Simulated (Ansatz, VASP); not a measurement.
## Two plane-wave programs on HgTe

Contents of INCAR:

```
PREC = Accurate ; ENCUT = 600
EDIFF = 1E-7 ; ISMEAR = -1
SIGMA = 0.15 ; LREAL = F
LASPH = T ; NELM = 100
ALGO = Normal ; ISIF = 3
LWAVE = F ; LCHARG = F
GGA = PS ; IBRION = 2
NSW = 80 ; EDIFFG = -0.001
```

KPOINTS

```
Automatic mesh
0
Gamma
  12 12 12
```

POSCAR

```
HgTe
1.0
    0.0000000000      3.2547153907      3.2547153907
    3.2547153907      0.0000000000      3.2547153907
    3.2547153907      3.2547153907      0.0000000000
Hg Te
1 1
Direct
    0.0000000000      0.0000000000      0.0000000000
    0.2500000000      0.2500000000      0.2500000000
```

Input for Ansatz:

```yaml
crystal:
  lattice:
    - [0.0, 3.2547153907, 3.2547153907]
    - [3.2547153907, 0.0, 3.2547153907]
    - [3.2547153907, 3.2547153907, 0.0]
  atoms:
    - { symbol: Hg, position: [0.0, 0.0, 0.0] }
    - { symbol: Te, position: [0.25, 0.25, 0.25] }
basis:
  ecutwfc: 420
kpoints:
  mp_grid: { grid: [12, 12, 12] }
hamiltonian:
  xc: pbesol
scf:
  occupations: { method: fermi_dirac, width: 0.15 }
output:
  forces: true
  stress: true
  eigenvalues: true
  write_density: true
  write_potential: true
  elf: true
  volumetric_format: npy
relax:
  adjacent_minimum: "off"
  f_tol: 0.001
  max_steps: 60
  cell: { stress_tol: 0.01 }
```

Alike in both runs: task relaxation of cell and atoms; functional PBEsol; k mesh 12 × 12 × 12; occupations fermi-dirac, width 0.15 eV; no spin polarisation.

|  | VASP | Ansatz |
| --- | --- | --- |
| version | VASP 6.6.1 | Ansatz 0.2.0 |
| potentials or method | VASP PAW PBE potentials, release 64 (Hg, Te), cutoff 600 eV | scalar-relativistic, plane waves, PAW |
| valence electrons in the cell | 18 | 36 |

Ansatz gave:

* gap on the k mesh at the Fermi level, each at its own relaxed structure (eV): none
* relaxed volume (Å³/atom): 34.50
* relaxed cell length with the largest relative difference (Å): 4.604

What did VASP give for the same quantities?

gap on the k mesh at the Fermi level, each at its own relaxed structure (eV): none; relaxed volume (Å³/atom): 34.60; relaxed cell length with the largest relative difference (Å): 4.608.

VASP's potentials were made for PBE, not for PBEsol. A gap of «none» marks a metal or a gap that the smearing closes. VASP's potentials hold 18 valence electrons a cell and Ansatz's 36, so a difference there can come from the potentials and not from the codes.

Neither program's run includes spin-orbit coupling.
